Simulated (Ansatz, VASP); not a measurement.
One calculation of Cd, two programs

```
Cd
1.0
     0.00000    3.15495    3.15495
     3.15495    0.00000    3.15495
     3.15495    3.15495    0.00000
Cd
2
Cartesian
  -0.7887 -0.7887 -0.7887
  0.7887 0.7887 0.7887
```

Change from the starting cell: volume scaled by 0.84, LAPW.

Alike in both runs: task single point; functional PBE; k mesh 12 × 12 × 12; occupations fermi-dirac, width 0.08 eV; no spin polarisation.

|  | VASP | Ansatz |
| --- | --- | --- |
| version | VASP 6.6.1 | Ansatz 0.2.0 |
| potentials or method | VASP PAW PBE potentials, release 64 (Cd), cutoff 520 eV | all-electron LAPW, scalar-relativistic |

VASP gave:

```
pressure (GPa) : 4.7
```

Q: Which values does Ansatz return?

A: Pressure (GPa): 4.4.

Ansatz ran all-electron here, and VASP with PAW potentials.
